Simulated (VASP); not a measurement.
# Bi (P6_3/mmc) in VASP: single point with r2SCAN

Aim: the single point of Bi with r2SCAN.

All numbers are computed with VASP 6.6.1; they aren't measurements. Logs are shortened: lines on timing, memory, paths and dates and some standing lists are left out, and cuts for length are marked.

### 1 The cell of the first run

Symmetry: P6_3/mmc, No. 194, hexagonal system. The conventional cell has a = 4.597 Å, b = 4.597 Å, c = 5.269 Å, α = 90.00°, β = 90.00°, γ = 120.00°. Within 4.9 Å of Bi (site symmetry -6m2) lie 12 Bi at 3.74 to 4.60 Å.

This isn't the form of Bi at room conditions, which is rhombohedral.

### 2 Single point, r2SCAN

Contents of POSCAR:

```
Bi
1.0
    4.5972602700      0.0000000000      0.0000000000
   -2.2986301300      3.9813420600      0.0000000000
    0.0000000000      0.0000000000      5.2691959100
Bi
2
Direct
    0.3333300000      0.6666700000      0.2500000000
    0.6666600000      0.3333300000      0.7500000000
```

Contents of INCAR.step1:

```
  PREC = Accurate
  ENCUT = 520
  ISMEAR = -1
  SIGMA = 0.1
  LREAL = False
  LASPH = True
  NELM = 80
  NBANDS = 22
  GGA = PE
  ALGO = Normal
  EDIFF = 1E-4
  LWAVE = True
  LCHARG = False
```

Contents of INCAR.step2:

```
  PREC = Accurate
  ENCUT = 520
  EDIFF = 1E-6
  ISMEAR = -1
  SIGMA = 0.1
  LREAL = False
  LASPH = True
  NELM = 80
  ALGO = Normal
  ISIF = 2
  LWAVE = False
  LCHARG = False
  METAGGA = R2SCAN
  LMIXTAU = True
  NBANDS = 22
  ISTART = 1
```

Contents of KPOINTS:

```
Automatic mesh
0
Gamma
  9 9 7
```

Potentials or basis: VASP PAW PBE potentials, release 64 (Bi_d).

On the command line:

```console
> cat potpaw_PBE.64/Bi_d/POTCAR > POTCAR
> cp INCAR.step1 INCAR
> mpirun -np 1 vasp_std > vasp.out
> cp INCAR.step2 INCAR
> mpirun -np 1 vasp_std > vasp.out
```

OUTCAR:

```text
PREC = Accurate
   ENCUT = 520
   EDIFF = 1E-6
   ISMEAR = -1
   LREAL = False
   LASPH = True
   NELM = 80
   ISIF = 2
   METAGGA = R2SCAN
   ISTART = 1

 ion  position               nearest neighbor table
   1  0.333  0.667  0.250-   2 3.74   2 3.74   2 3.74   2 3.74   2 3.74   2 3.74
   2  0.667  0.333  0.750-   1 3.74   1 3.74   1 3.74   1 3.74   1 3.74   1 3.74

  LATTYP: Found a hexagonal cell.
 ALAT       =     4.5972602700
 C/A-ratio  =     1.1461600172

  Lattice vectors:

 A1 = (   4.5972602700,   0.0000000000,   0.0000000000)
 A2 = (  -2.2986301300,   3.9813420600,   0.0000000000)
 A3 = (   0.0000000000,   0.0000000000,   5.2691959100)

Analysis of symmetry for initial positions (statically):
=====================================================================
 Subroutine PRICEL returns:
 Original cell was already a primitive cell.

 Routine SETGRP: Setting up the symmetry group for a
 hexagonal supercell.

 Subroutine GETGRP returns: Found  8 space group operations
 (whereof  2 operations were pure point group operations)
 out of a pool of 24 trial point group operations.

The static configuration has the point symmetry C_2 .
 The point group associated with its full space group is D_2h.

Analysis of symmetry for dynamics (positions and initial velocities):
=====================================================================
 Subroutine PRICEL returns:
 Original cell was already a primitive cell.

 Routine SETGRP: Setting up the symmetry group for a
 hexagonal supercell.

 Subroutine GETGRP returns: Found  8 space group operations
 (whereof  2 operations were pure point group operations)
 out of a pool of 24 trial point group operations.

The dynamic configuration has the point symmetry C_2 .
 The point group associated with its full space group is D_2h.

 Subroutine INISYM returns: Found  8 space group operations
 (whereof  2 operations are pure point group operations),
 and found     1 'primitive' translations

----------------------------------------------------------------------------------------

                                     Primitive cell

  volume of cell :      96.4435

  direct lattice vectors                    reciprocal lattice vectors
     4.597260270  0.000000000  0.000000000     0.217520858  0.125585793  0.000000000
    -2.298630130  3.981342060  0.000000000     0.000000000  0.251171586  0.000000000
     0.000000000  0.000000000  5.269195910     0.000000000  0.000000000  0.189782277

  length of vectors
     4.597260270  4.597258430  5.269195910     0.251171486  0.251171586  0.189782277

  position of ions in fractional coordinates (direct lattice)
     0.333330000  0.666670000  0.250000000
     0.666660000  0.333330000  0.750000000

  ion indices of the primitive-cell ions
   primitive index   ion index
                 1           1
                 2           2

----------------------------------------------------------------------------------------

 KPOINTS: Automatic mesh

Automatic generation of k-mesh.
 Grid dimensions read from file:
 generate k-points for:    9    9    7

 Generating k-lattice:

  Cartesian coordinates                     Fractional coordinates (reciprocal lattice)
     0.024168984  0.013953977  0.000000000     0.111111111  0.000000000  0.000000000
     0.000000000  0.027907954  0.000000000     0.000000000  0.111111111  0.000000000
     0.000000000  0.000000000  0.027111754     0.000000000  0.000000000  0.142857143

  Length of vectors
     0.027907943  0.027907954  0.027111754

  Shift w.r.t. Gamma in fractional coordinates (k-lattice)
     0.000000000  0.000000000  0.000000000

 Subroutine IBZKPT returns following result:
 ===========================================

 Found    100 irreducible k-points:

 Following reciprocal coordinates:
            Coordinates               Weight
  0.000000  0.000000  0.000000      1.000000
  0.111111  0.000000  0.000000      4.000000
  0.000000  0.111111  0.000000      2.000000
  0.222222  0.000000  0.000000      4.000000
  0.000000  0.222222  0.000000      2.000000
  0.333333  0.000000  0.000000      4.000000
[... 16 lines left out ...]
 -0.222222 -0.444444  0.000000      4.000000
  0.444444  0.333333  0.000000      4.000000
 [... further k-points ...]
   k-points           NKPTS =    100   k-points in BZ     NKDIM =    100   number of bands    NBANDS=     22
   number of dos      NEDOS =    301   number of ions     NIONS =      2
   total plane-waves  NPLWV =  51840
   dimension x,y,z NGX =    36 NGY =   36 NGZ =   40
   dimension x,y,z NGXF=    72 NGYF=   72 NGZF=   80
   ions per type =               2
   NGX,Y,Z   is equivalent  to a cutoff of  13.02, 13.02, 12.62 a.u.
   NGXF,Y,Z  is equivalent  to a cutoff of  26.04, 26.04, 25.24 a.u.
 SYSTEM =  unknown system
   PREC   = accura    normal or accurate (medium, high low for compatibility)
   ISTART =      1    job   : 0-new  1-cont  2-samecut
   ICHARG =      0    charge: 1-file 2-atom 10-const
   ISPIN  =      1    spin polarized calculation?
   LNONCOLLINEAR =      F non collinear calculations
   LSORBIT =      F    spin-orbit coupling
   LASPH  =      T    aspherical Exc in radial PAW
   ENCUT  =  520.0 eV  38.22 Ry    6.18 a.u.   8.55  8.55  9.80*2*pi/ulx,y,z
   NELM   =     80;   NELMIN=  2; NELMDL=  0     # of ELM steps
   EDIFF  = 0.1E-05   stopping-criterion for ELM
   LREAL  =      F    real-space projection
   EDIFFG = 0.1E-04   stopping-criterion for IOM
   NSW    =      0    number of steps for IOM
   IBRION =     -1    ionic relax: 0-MD 1-quasi-New 2-CG
   NFREE  =      0    steps in history (QN), initial steepest desc. (CG)
   ISIF   =      2    stress and relaxation
   ISYM   =      2    0-nonsym 1-usesym 2-fastsym
   POTIM  = 0.5000    time-step for ionic-motion
   TEBEG  =    0.0;   TEEND  =   0.0 temperature during run
   PSTRESS=    0.0 pullay stress
   NELECT =      30.0000    total number of electrons
   NUPDOWN=      -1.0000    fix difference up-down
   EMIN   =  10.00;   EMAX   =-10.00  energy-range for DOS
   EFERMI =   0.00;   METHOD = LEGACY
   ISMEAR =    -1;   SIGMA  =   0.10  broadening in eV -4-tet -1-fermi 0-gaus
   EFERMI_NEDOS =   21; number of points for ismear=-14 and -15
   IALGO  =     38    algorithm
   IMIX   =      4    mixing-type and parameters
     AMIX     =   0.40;   BMIX     =  1.00
     AMIX_MAG =   1.60;   BMIX_MAG =  1.00
  volume/ion in A,a.u.               =      48.22       325.42
  Fermi-wavevector in a.u.,A,eV,Ry     =   1.109237  2.096154 16.740694  1.230406
  Thomas-Fermi vector in A             =   2.245774
   LORBIT       =      0    0 simple, 1 ext, 2 COOP (PROOUT), +10 PAW based schemes
   METAGGA = R2SCAN    functional components
   LHFCALC =     F    Hartree Fock is set to
   AEXX    =    0.0000 exact exchange contribution
   IVDW    =     0    specifies the selected vdW correction
   LEPSILON=     F    determine dielectric tensor
   LRPA    =     F    only Hartree local field effects (RPA)
 non-spin polarized calculation
  energy-cutoff  :      520.00
  volume of cell :       96.44
 maximum number of plane-waves:      2629
 NGX is ok and might be reduce to    36
   NGX = 17   NGY = 17   NGZ = 19

 number of electron      29.9999991 magnetization

 Free energy of the ion-electron system (eV)
  ---------------------------------------------------
  ext. energy  EPLUGINS =         0.00000000
  ---------------------------------------------------
  free energy    TOTEN  =      -115.51483862 eV

  energy without entropy =     -115.44804333  energy(sigma->0) =     -115.48144098

 E-fermi :   3.1837     XC(G=0):  -8.8199

 val. band max:        3.1761335681   @ k =   0.4444   0.0000   0.0000
 cond. band min:       3.2034880812   @ k =   0.0000   0.0000   0.0000
 fundamental gap:      0.0273545131
 Fermi energy:         3.1836713578

 k-point     1 :       0.0000    0.0000    0.0000
  band No.  band energies     occupation
      1     -20.2330      2.00000
      2     -20.2330      2.00000
      3     -20.2168      2.00000
      4     -20.2026      2.00000
      5     -20.2026      2.00000
      6     -20.2018      2.00000
[... 14 lines left out ...]
     21      11.5231      0.00000
     22      11.5231      0.00000

 k-point     2 :       0.1111    0.0000    0.0000
  band No.  band energies     occupation
      1     -20.2344      2.00000
      2     -20.2319      2.00000
      3     -20.2184      2.00000
      4     -20.2050      2.00000
      5     -20.2049      2.00000
      6     -20.1984      2.00000
[... 14 lines left out ...]
     21      10.6550      0.00000
     22      11.5817      0.00000

 k-point     3 :       0.0000    0.1111    0.0000
  band No.  band energies     occupation
      1     -20.2344      2.00000
      2     -20.2319      2.00000
      3     -20.2184      2.00000
      4     -20.2050      2.00000
      5     -20.2049      2.00000
      6     -20.1984      2.00000
[... 14 lines left out ...]
     21      10.6549      0.00000
     22      11.5818      0.00000

 k-point     4 :       0.2222    0.0000    0.0000
  band No.  band energies     occupation
      1     -20.2377      2.00000
      2     -20.2289      2.00000
      3     -20.2223      2.00000
      4     -20.2065      2.00000
      5     -20.2059      2.00000
      6     -20.1935      2.00000
[... 14 lines left out ...]
     21      10.9223      0.00000
     22      11.7853      0.00000

 k-point     5 :       0.0000    0.2222    0.0000
  band No.  band energies     occupation
      1     -20.2377      2.00000
      2     -20.2289      2.00000
      3     -20.2223      2.00000
      4     -20.2065      2.00000
      5     -20.2059      2.00000
      6     -20.1935      2.00000
[... 417 lines left out ...]
 k-point    22 :       0.3333    0.2222    0.0000
  band No.  band energies     occupation
      1     -20.2485      2.00000
      2     -20.2225      2.00000
      3     -20.2142      2.00000
      4     -20.2097      2.00000
      5     -20.2087      2.00000
      6     -20.1857      2.00000
[... 14 lines left out ...]
     21      11.0647      0.00000
     22      12.5418      0.00000

 k-point    23 :      -0.2222   -0.4444    0.0000
  band No.  band energies     occupation
      1     -20.2485      2.00000
      2     -20.2225      2.00000
      3     -20.2142      2.00000
      4     -20.2097      2.00000
      5     -20.2087      2.00000
      6     -20.1857      2.00000
[... 14 lines left out ...]
     21      11.0647      0.00000
     22      12.5418      0.00000

 k-point    24 :       0.4444    0.3333    0.0000
  band No.  band energies     occupation
      1     -20.2485      2.00000
      2     -20.2225      2.00000
      3     -20.2142      2.00000
      4     -20.2097      2.00000
      5     -20.2087      2.00000
      6     -20.1857      2.00000
[... 14 lines left out ...]
     21      11.0647      0.00000
     22      12.5418      0.00000

 [... further k-points ...]
[... 5 lines left out ...]
  --------------------------------------------------------------------------------------
  -------------------------------------------------------------------------------------
  Total       -3.7365910     -3.7366640     -6.9390684     -0.0000000     -0.0000000      0.0000000
  in kB      -62.0744978    -62.0757115   -115.2759791     -0.0000001     -0.0000000      0.0000000
  external PRESSURE =     -79.8087295 kB  Pullay stress =       0.0000000 kB

 VOLUME and BASIS-vectors are now :
 -----------------------------------------------------------------------------
  energy-cutoff  :      520.00
  volume of cell :       96.44
      direct lattice vectors                 reciprocal lattice vectors
     4.597260270  0.000000000  0.000000000     0.217520858  0.125585793  0.000000000
    -2.298630130  3.981342060  0.000000000     0.000000000  0.251171586  0.000000000
     0.000000000  0.000000000  5.269195910     0.000000000  0.000000000  0.189782277

 POSITION                                       TOTAL-FORCE (eV/Angst)
 -----------------------------------------------------------------------------------
     -0.00002      2.65424      1.31730         0.000000      0.000007      0.000000
      2.29861      1.32710      3.95190        -0.000000     -0.000007     -0.000000
 -----------------------------------------------------------------------------------
    total drift:                                0.000000      0.000000      0.000000

  FREE ENERGIE OF THE ION-ELECTRON SYSTEM (eV)
  ---------------------------------------------------
  free  energy   TOTEN  =      -115.5148386183 eV

  energy  without entropy=     -115.4480433326  energy(sigma->0) =     -115.48144098
```

It took 4.8 min on 1 thread of Intel Xeon Platinum 8559C (Emerald Rapids), shared host; peak memory 0.34 GiB.

Results:

```yaml
Free_energy: -115.5148 eV
Pressure: -8.0 GPa
Band_gap_on_the_k_mesh: zero (bands 15 and 16 overlap by 1.49 eV)
```

Levels at points of the mesh, in eV from the Fermi level:
| k point | band 12 | band 13 | band 14 | band 15 | band 16 | band 17 | band 18 | band 19 |
| --- | --- | --- | --- | --- | --- | --- | --- | --- |
| (0.00, 0.00, 0.00) | -9.35 | -2.47 | 0.02 | 0.02 | 2.02 | 2.02 | 3.84 | 4.66 |

Caveat: the cell stands under tension; the PAW data sets were made with another functional, which shifts forces and pressure a little; spin-orbit coupling is left out, which moves the levels of the heavy elements.
